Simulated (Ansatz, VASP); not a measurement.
Two plane-wave programs on Sn

File INCAR:

```
ALGO = Fast
EDIFF = 1E-6
ENCUT = 520
GGA = PE
ISIF = 2
ISMEAR = 0
LASPH = True
LCHARG = True
LELF = True
LREAL = False
LVHAR = True
LWAVE = False
NBANDS = 21
NELM = 80
PREC = Accurate
SIGMA = 0.15
```

The input KPOINTS:

```
k-points
0
Gamma
  12 12 12
```

POSCAR

```
Sn
1.0
    0.0000000000      3.2942840000      3.2456000000
    3.2942840000      0.0000000000      3.2456000000
    3.2942840000      3.2942840000      0.0000000000
Sn
2
Direct
    0.5000000000      0.5000000000      0.5000000000
    0.7500000000      0.7500000000      0.7500000000
```

Input for Ansatz:

```yaml
crystal:
  lattice:
    - [0.0, 3.294284, 3.2456]
    - [3.294284, 0.0, 3.2456]
    - [3.294284, 3.294284, 0.0]
  atoms:
    - { symbol: Sn, position: [0.5, 0.5, 0.5] }
    - { symbol: Sn, position: [0.75, 0.75, 0.75] }
basis:
  ecutwfc: 420
kpoints:
  mp_grid: { grid: [12, 12, 12] }
hamiltonian:
  xc: pbe
scf:
  occupations: { method: gaussian, width: 0.15 }
output:
  forces: true
  stress: true
  eigenvalues: true
```

Change from the starting cell: strain +0.015 along x and y, +0.000 along z, atoms carried along.

Alike in both runs: task single point; functional PBE; k mesh 12 × 12 × 12; occupations gaussian, width 0.15 eV; no spin polarisation.

```csv
,VASP,Ansatz
version,VASP 6.6.1,Ansatz 0.2.0
potentials or method,"VASP PAW PBE potentials, release 64 (Sn_d), cutoff 520 eV","scalar-relativistic, plane waves, PAW"
valence electrons in the cell,28,28
```

VASP gave:

```
gap on the k mesh at the Fermi level (eV)                     : none
pressure (GPa)                                                : 1.7
traceless stress, the component that is largest in VASP (GPa) : 0.28
```

Which values does Ansatz return?

gap on the k mesh at the Fermi level (eV): none; pressure (GPa): 1.8; traceless stress, the component that is largest in VASP (GPa): 0.28.

A gap of «none» marks a metal or a gap that the smearing closes.
